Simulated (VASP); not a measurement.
# MgI2 (P-3m1) in VASP: notebook

The runs below take MgI2 through single point, with PBE.

Everything below comes from runs of VASP 6.6.1. Logs are shortened: lines on timing, memory, paths and dates and some standing lists are left out, and cuts for length are marked.

## Step 1: The cell of the first run

Symmetry: P-3m1, No. 164, trigonal system. Conventional cell: a = 4.207 Å, b = 4.207 Å, c = 7.812 Å, α = 90.00°, β = 90.00°, γ = 120.00°. Mg (site symmetry -3m) has 6 I at 2.93 Å within 3.9 Å. I (site symmetry 3m) has 3 Mg at 2.93 Å within 3.9 Å.

## Step 2: Single point, PBE

File INCAR:

```
SYSTEM = MgI2
  PREC = Accurate
  ENCUT = 520
  EDIFF = 1E-7
  ISMEAR = 0
  SIGMA = 0.05
  LREAL = .FALSE.
  LASPH = .TRUE.
  NELM = 100
  ALGO = Normal
  ISIF = 2
  LWAVE = .FALSE.
  LCHARG = .FALSE.
  GGA = PE
  NBANDS = 15
```

File KPOINTS:

```
regular mesh
0
G
  6 6 4
  0 0 0
```

File POSCAR:

```
MgI2
1.0
    4.2072027146      0.0000000000      0.0000000000
   -2.1036013573      3.6435444297      0.0000000000
    0.0000000000      0.0000000000      7.8117229395
Mg I
1 2
Direct
    0.0000000000      0.0000000000      0.0000000000
    0.3333333333      0.6666666667      0.7897071656
    0.6666666667      0.3333333333      0.2102928344
```

Potentials or basis: VASP PAW PBE potentials, release 64 (Mg, I).

The run is started by

```
$ cat potpaw_PBE.64/Mg/POTCAR potpaw_PBE.64/I/POTCAR > POTCAR
$ mpirun -np 1 vasp_std > vasp.out
```

OUTCAR:

```text
SYSTEM = MgI2
   PREC = Accurate
   ENCUT = 520
   EDIFF = 1E-7
   ISMEAR = 0
   LREAL = .FALSE.
   LASPH = .TRUE.
   NELM = 100
   ISIF = 2
   GGA = PE

 ion  position               nearest neighbor table
   1  0.000  0.000  0.000-   2 2.93   3 2.93   2 2.93   3 2.93   3 2.93   2 2.93
   2  0.333  0.667  0.790-   1 2.93   1 2.93   1 2.93
   3  0.667  0.333  0.210-   1 2.93   1 2.93   1 2.93

  LATTYP: Found a hexagonal cell.
 ALAT       =     4.2072027146
 C/A-ratio  =     1.8567498334

  Lattice vectors:

 A1 = (   4.2072027146,   0.0000000000,   0.0000000000)
 A2 = (  -2.1036013573,   3.6435444297,   0.0000000000)
 A3 = (   0.0000000000,   0.0000000000,   7.8117229395)

Analysis of symmetry for initial positions (statically):
[... 33 lines left out ...]
                                     Primitive cell

  volume of cell :     119.7469

  direct lattice vectors                    reciprocal lattice vectors
     4.207202715  0.000000000  0.000000000     0.237687620  0.137229011  0.000000000
    -2.103601357  3.643544430  0.000000000     0.000000000  0.274458023  0.000000000
     0.000000000  0.000000000  7.811722940     0.000000000  0.000000000  0.128012733

  length of vectors
     4.207202715  4.207202715  7.811722940     0.274458023  0.274458023  0.128012733

  position of ions in fractional coordinates (direct lattice)
     0.000000000  0.000000000  0.000000000
     0.333333333  0.666666667  0.789707166
     0.666666667  0.333333333  0.210292834

  ion indices of the primitive-cell ions
   primitive index   ion index
                 1           1
                 2           2
                 3           3

----------------------------------------------------------------------------------------

 KPOINTS: regular mesh

Automatic generation of k-mesh.
 Grid dimensions read from file:
 generate k-points for:    6    6    4

 Generating k-lattice:

  Cartesian coordinates                     Fractional coordinates (reciprocal lattice)
     0.039614603  0.022871502  0.000000000     0.166666667  0.000000000  0.000000000
     0.000000000  0.045743004  0.000000000     0.000000000  0.166666667  0.000000000
     0.000000000  0.000000000  0.032003183     0.000000000  0.000000000  0.250000000

  Length of vectors
     0.045743004  0.045743004  0.032003183

  Shift w.r.t. Gamma in fractional coordinates (k-lattice)
[... 9 lines left out ...]
  0.000000  0.000000  0.000000      1.000000
  0.166667  0.000000  0.000000      6.000000
  0.333333 -0.000000  0.000000      6.000000
  0.500000 -0.000000  0.000000      3.000000
  0.166667  0.166667  0.000000      6.000000
  0.333333  0.166667  0.000000     12.000000
[... 16 lines left out ...]
  0.333333  0.166667  0.500000     12.000000
[... 5 lines left out ...]
   dimension x,y,z NGXF=    64 NGYF=   64 NGZF=  120
   ions per type =               1   2
   NGX,Y,Z   is equivalent  to a cutoff of  12.64, 12.64, 12.77 a.u.
   NGXF,Y,Z  is equivalent  to a cutoff of  25.29, 25.29, 25.54 a.u.
 SYSTEM =  MgI2
   PREC   = accura    normal or accurate (medium, high low for compatibility)
   ISTART =      0    job   : 0-new  1-cont  2-samecut
   ICHARG =      2    charge: 1-file 2-atom 10-const
   ISPIN  =      1    spin polarized calculation?
   LNONCOLLINEAR =      F non collinear calculations
   LSORBIT =      F    spin-orbit coupling
   LASPH  =      T    aspherical Exc in radial PAW
   ENCUT  =  520.0 eV  38.22 Ry    6.18 a.u.   7.82  7.82 14.52*2*pi/ulx,y,z
   NELM   =    100;   NELMIN=  2; NELMDL= -5     # of ELM steps
   EDIFF  = 0.1E-06   stopping-criterion for ELM
   LREAL  =      F    real-space projection
   EDIFFG = 0.1E-05   stopping-criterion for IOM
   NSW    =      0    number of steps for IOM
   IBRION =     -1    ionic relax: 0-MD 1-quasi-New 2-CG
[... 14 lines left out ...]
     AMIX     =   0.40;   BMIX     =  1.00
     AMIX_MAG =   1.60;   BMIX_MAG =  1.00
  volume/ion in A,a.u.               =      39.92       269.36
  Fermi-wavevector in a.u.,A,eV,Ry     =   0.836938  1.581584  9.530412  0.700466
  Thomas-Fermi vector in A             =   1.950745
   LORBIT       =      0    0 simple, 1 ext, 2 COOP (PROOUT), +10 PAW based schemes
   GGA     = PE    functional components
[... 6 lines left out ...]
 Gauss-broadening in eV      SIGMA  =   0.05
  energy-cutoff  :      520.00
  volume of cell :      119.75
 maximum number of plane-waves:      3251
 NGX is ok and might be reduce to    32
   NGX = 15   NGY = 15   NGZ = 29

 number of electron      15.9999999 magnetization

 Free energy of the ion-electron system (eV)
  ---------------------------------------------------
  ext. energy  EPLUGINS =         0.00000000
  ---------------------------------------------------
  free energy    TOTEN  =        -7.73509879 eV

  energy without entropy =       -7.73509879  energy(sigma->0) =       -7.73509879

 E-fermi :   1.1657     XC(G=0):  -7.4146

 val. band max:        0.8920912713   @ k =   0.0000   0.0000   0.0000
 cond. band min:       4.5608442536   @ k =   0.5000  -0.0000   0.5000
 fundamental gap:      3.6687529823
 Fermi energy:         1.1656957725

 k-point     1 :       0.0000    0.0000    0.0000
  band No.  band energies     occupation
      1     -10.8762      2.00000
      2     -10.3001      2.00000
      3      -2.0687      2.00000
      4       0.5843      2.00000
      5       0.5843      2.00000
      6       0.6688      2.00000
      7       0.8921      2.00000
      8       0.8921      2.00000
      9       4.6809      0.00000
     10       5.7902      0.00000
     11       7.5756      0.00000
     12       7.5756      0.00000
     13       7.8256      0.00000
     14       9.0345      0.00000
     15       9.0345      0.00000
[... 397 lines left out ...]
 k-point    24 :       0.3333    0.3333    0.5000
  band No.  band energies     occupation
      1     -10.1021      2.00000
      2     -10.1021      2.00000
      3      -2.1372      2.00000
      4      -1.4856      2.00000
      5      -1.4856      2.00000
      6      -0.9248      2.00000
      7       0.3451      2.00000
      8       0.3451      2.00000
      9       5.6064      0.00000
     10       7.1228      0.00000
     11       7.1228      0.00000
     12       8.6037      0.00000
     13       9.1741      0.00000
     14       9.2898      0.00000
     15       9.5637      0.00000

------------------------ aborting loop because EDIFF is reached ----------------------------------------

  FORCE on cell =-STRESS in cart. coord.  units (eV):
  Direction    XX          YY          ZZ          XY          YZ          ZX
  --------------------------------------------------------------------------------------
  -------------------------------------------------------------------------------------
  Total        0.1820506      0.1820506      0.4508108      0.0000000      0.0000000      0.0000000
  in kB        2.4357821      2.4357821      6.0317120      0.0000000      0.0000000      0.0000000
  external PRESSURE =       3.6344254 kB  Pullay stress =       0.0000000 kB

 VOLUME and BASIS-vectors are now :
 -----------------------------------------------------------------------------
  energy-cutoff  :      520.00
  volume of cell :      119.75
      direct lattice vectors                 reciprocal lattice vectors
     4.207202715  0.000000000  0.000000000     0.237687620  0.137229011  0.000000000
    -2.103601357  3.643544430  0.000000000     0.000000000  0.274458023  0.000000000
     0.000000000  0.000000000  7.811722940     0.000000000  0.000000000  0.128012733

 POSITION                                       TOTAL-FORCE (eV/Angst)
 -----------------------------------------------------------------------------------
      0.00000      0.00000      0.00000        -0.000000      0.000000     -0.000000
     -0.00000      2.42903      6.16897         0.000000      0.000000     -0.136588
      2.10360      1.21451      1.64275        -0.000000     -0.000000      0.136588
 -----------------------------------------------------------------------------------
    total drift:                                0.000000     -0.000000      0.000000

  FREE ENERGIE OF THE ION-ELECTRON SYSTEM (eV)
  ---------------------------------------------------
  free  energy   TOTEN  =        -7.7350987890 eV

  energy  without entropy=       -7.7350987890  energy(sigma->0) =       -7.73509879
```

stdout:

```text
POSCAR found type information on POSCAR MgI
 POSCAR found :  2 types and       3 ions
 scaLAPACK will be used
 LDA part: xc-table for (Slater+PW92), standard interpolation
 POSCAR, INCAR and KPOINTS ok, starting setup
 FFT: planning ... GRIDC
 FFT: planning ... GRID_SOFT
 FFT: planning ... GRID
 WAVECAR not read
 entering main loop
```

It took 24 s on 1 thread of AMD EPYC 9R45 (Zen 5), shared host; peak memory 0.23 GiB.

What came out:

| Quantity | Value |
| --- | --- |
| Free energy | -7.7351 eV |
| Pressure | 0.4 GPa |
| Largest force | 0.137 eV/Å |
| Band gap on the k mesh | 3.67 eV, indirect (least direct gap 3.79 eV) |

Forces in eV/Å, atoms in the order of the input:
```
Mg   0.000  0.000  0.000
I    0.000  0.000 -0.137
I    0.000  0.000  0.137
```

Stress tensor (GPa, compression positive):
```
0.24 0.00 0.00
0.00 0.24 0.00
0.00 0.00 0.60
```

Caveat: spin-orbit coupling is left out, which moves the levels of the heavy elements; this functional lacks dispersion, which binds the layers, so the pressure and a relaxed spacing across them are unreliable.

## Step 3: Single point, PBE

File INCAR:

```
SYSTEM = MgI2
PREC = Accurate
ENCUT = 520
EDIFF = 1E-6
ISMEAR = 0
SIGMA = 0.05
LREAL = .FALSE.
LASPH = .TRUE.
NELM = 60
ALGO = Normal
ISIF = 2
LWAVE = .FALSE.
LCHARG = .TRUE.
GGA = PE
LELF = .TRUE.
LVHAR = .TRUE.
NBANDS = 15
```

File KPOINTS:

```
Automatic mesh
0
G
  6 6 4
  0 0 0
```

File POSCAR:

```
MgI2
1.0
    4.2072027146      0.0000000000      0.0000000000
   -2.1036013573      3.6435444297      0.0000000000
    0.0000000000      0.0000000000      7.8117229395
Mg I
1 2
Direct
    0.0000000000      0.0000000000      0.0000000000
    0.3333333333      0.6666666667      0.7935475476
    0.6666666667      0.3333333333      0.2064524524
```

Potentials or basis: VASP PAW PBE potentials, release 64 (Mg, I).

The run is started by

```
$ cat potpaw_PBE.64/Mg/POTCAR potpaw_PBE.64/I/POTCAR > POTCAR
$ mpirun -np 1 vasp_std > vasp.out
```

It took 22 s on 1 thread of AMD EPYC 9R45 (Zen 5), shared host; peak memory 0.21 GiB.

It converged, with:

```yaml
Free_energy: -7.7223 eV
Pressure: 0.8 GPa
Largest_force: 0.290 eV/Å
Band_gap_on_the_k_mesh: 3.72 eV, indirect (least direct gap 3.86 eV)
```

Forces on the atoms (eV/Å):
```
Mg   0.000  0.000  0.000
I    0.000  0.000 -0.290
I    0.000  0.000  0.290
```

Stress tensor (GPa, compression positive):
```
0.56 0.00 0.00
0.00 0.56 0.00
0.00 0.00 1.24
```

Levels at points of the mesh, in eV from the valence-band top:
```tsv
k point	band 4	band 5	band 6	band 7	band 8	band 9	band 10	band 11	band 12	band 13
(0.00, 0.00, 0.00)	-0.33	-0.33	-0.17	0.00	0.00	3.86	4.90	6.67	6.67	6.92
(0.50, 0.00, 0.00)	-2.71	-1.28	-1.22	-0.54	-0.36	3.74	5.55	5.95	7.44	7.74
(0.00, 0.00, 0.50)	-0.68	-0.32	-0.32	-0.01	-0.01	4.45	4.91	6.63	6.63	7.07
(0.50, 0.00, 0.50)	-2.78	-1.19	-1.09	-0.54	-0.40	3.72	5.57	5.87	6.50	7.70
```

Caveat: spin-orbit coupling is left out, which moves the levels of the heavy elements; this functional lacks dispersion, which binds the layers, so the pressure and a relaxed spacing across them are unreliable.

## Step 4: Single point, PBE

File INCAR:

```
ALGO = Normal ; EDIFF = 1E-6
ENCUT = 520 ; GGA = PE
ISIF = 2 ; ISMEAR = 0
LASPH = True ; LCHARG = True
LELF = True ; LREAL = False
LVHAR = True ; LWAVE = False
NBANDS = 15 ; NELM = 80
PREC = Accurate ; SIGMA = 0.05
```

File KPOINTS:

```
k-points
0
Gamma
  6 6 4
```

File POSCAR:

```
MgI2
1.0
    4.2072027146      0.0000000000      0.0000000000
   -2.1036013573      3.6435444297      0.0000000000
    0.0000000000      0.0000000000      7.8117229395
Mg I
1 2
Direct
    0.0000000000      0.0000000000      0.0000000000
    0.3333333333      0.6666666667      0.7705052557
    0.6666666667      0.3333333333      0.2294947443
```

Potentials or basis: VASP PAW PBE potentials, release 64 (Mg, I).

The run is started by

```
$ cat potpaw_PBE.64/Mg/POTCAR potpaw_PBE.64/I/POTCAR > POTCAR
$ mpirun -np 1 vasp_std > vasp.out
```

OUTCAR:

```text
EDIFF = 1E-6
   ENCUT = 520
   GGA = PE
   ISIF = 2
   ISMEAR = 0
   LASPH = True
   LREAL = False
   NELM = 80
   PREC = Accurate

 ion  position               nearest neighbor table
   1  0.000  0.000  0.000-   2 3.02   3 3.02   2 3.02   3 3.02   3 3.02   2 3.02
   2  0.333  0.667  0.771-   1 3.02   1 3.02   1 3.02
   3  0.667  0.333  0.229-   1 3.02   1 3.02   1 3.02

  LATTYP: Found a hexagonal cell.
[... 624 lines left out ...]
------------------------ aborting loop because EDIFF is reached ----------------------------------------

  FORCE on cell =-STRESS in cart. coord.  units (eV):
  Direction    XX          YY          ZZ          XY          YZ          ZX
  --------------------------------------------------------------------------------------
  -------------------------------------------------------------------------------------
  Total       -0.7036847     -0.7036847     -1.8359336      0.0000000      0.0000000      0.0000000
  in kB       -9.4150877     -9.4150877    -24.5642331      0.0000000      0.0000000      0.0000000
  external PRESSURE =     -14.4648029 kB  Pullay stress =       0.0000000 kB

 VOLUME and BASIS-vectors are now :
 -----------------------------------------------------------------------------
  energy-cutoff  :      520.00
  volume of cell :      119.75
      direct lattice vectors                 reciprocal lattice vectors
     4.207202715  0.000000000  0.000000000     0.237687620  0.137229011  0.000000000
    -2.103601357  3.643544430  0.000000000     0.000000000  0.274458023  0.000000000
     0.000000000  0.000000000  7.811722940     0.000000000  0.000000000  0.128012733

 POSITION                                       TOTAL-FORCE (eV/Angst)
 -----------------------------------------------------------------------------------
      0.00000      0.00000      0.00000        -0.000000      0.000000      0.000000
     -0.00000      2.42903      6.01897        -0.000000      0.000000      0.529216
      2.10360      1.21451      1.79275         0.000000      0.000000     -0.529216
 -----------------------------------------------------------------------------------
    total drift:                                0.000000     -0.000000      0.000000

  FREE ENERGIE OF THE ION-ELECTRON SYSTEM (eV)
  ---------------------------------------------------
  free  energy   TOTEN  =        -7.6720992600 eV

  energy  without entropy=       -7.6720992600  energy(sigma->0) =       -7.67209926
```

OSZICAR:

```text
N       E                     dE             d eps       ncg     rms          rms(c)
DAV:   1     0.762195612827E+02    0.76220E+02   -0.55372E+03   720   0.816E+02
DAV:   2    -0.140203647740E+01   -0.77622E+02   -0.70782E+02  1046   0.129E+02
DAV:   3    -0.775144683569E+01   -0.63494E+01   -0.63185E+01   951   0.423E+01
DAV:   4    -0.788369383833E+01   -0.13225E+00   -0.13223E+00  1037   0.728E+00
DAV:   5    -0.788506329168E+01   -0.13695E-02   -0.13694E-02   994   0.746E-01    0.358E+00
DAV:   6    -0.770823822092E+01    0.17683E+00   -0.14051E-01   776   0.196E+00    0.252E+00
DAV:   7    -0.767385364550E+01    0.34385E-01   -0.12207E-01   832   0.174E+00    0.839E-01
DAV:   8    -0.767200447418E+01    0.18492E-02   -0.86035E-03   776   0.541E-01    0.289E-01
DAV:   9    -0.767212151377E+01   -0.11704E-03   -0.15652E-03   944   0.239E-01    0.104E-01
DAV:  10    -0.767209655560E+01    0.24958E-04   -0.56599E-05   916   0.493E-02    0.458E-02
DAV:  11    -0.767209927080E+01   -0.27152E-05   -0.12754E-05   888   0.234E-02    0.169E-02
DAV:  12    -0.767209926000E+01    0.10802E-07   -0.25978E-06   916   0.986E-03
   1 F= -.76720993E+01 E0= -.76720993E+01  d E =-.638518E-12
```

stdout:

```text
POSCAR found type information on POSCAR MgI
 POSCAR found :  2 types and       3 ions
 scaLAPACK will be used
 LDA part: xc-table for (Slater+PW92), standard interpolation
 POSCAR, INCAR and KPOINTS ok, starting setup
 FFT: planning ... GRIDC
 FFT: planning ... GRID_SOFT
 FFT: planning ... GRID
 WAVECAR not read
 entering main loop
```

Wall time 21 s (1 thread of AMD EPYC 9R45 (Zen 5), shared host); peak memory 0.22 GiB.

Results:

| Property | Result |
| --- | --- |
| Free energy | -7.6721 eV |
| Pressure | -1.4 GPa |
| Largest force | 0.529 eV/Å |
| Band gap on the k mesh | 3.32 eV, indirect (least direct gap 3.35 eV) |

Forces in eV/Å, atoms in the order of the input:
```
Mg   0.000  0.000  0.000
I    0.000  0.000  0.529
I    0.000  0.000 -0.529
```

Levels at points of the mesh, in eV from the valence-band top:
| k point | band 4 | band 5 | band 6 | band 7 | band 8 | band 9 | band 10 | band 11 | band 12 | band 13 |
| --- | --- | --- | --- | --- | --- | --- | --- | --- | --- | --- |
| (0.00, 0.00, 0.00) | -0.49 | -0.22 | -0.22 | 0.00 | 0.00 | 3.35 | 4.90 | 6.73 | 6.73 | 6.94 |
| (0.50, 0.00, 0.00) | -2.62 | -1.55 | -1.03 | -0.82 | -0.43 | 3.45 | 5.20 | 5.52 | 6.87 | 6.94 |
| (0.00, 0.00, 0.50) | -1.18 | -0.19 | -0.19 | -0.03 | -0.03 | 4.14 | 4.85 | 6.67 | 6.67 | 7.41 |
| (0.50, 0.00, 0.50) | -2.75 | -1.26 | -0.98 | -0.80 | -0.50 | 3.32 | 5.11 | 5.59 | 5.99 | 7.23 |

Caveat: spin-orbit coupling is left out, which moves the levels of the heavy elements; this functional lacks dispersion, which binds the layers, so the pressure and a relaxed spacing across them are unreliable.
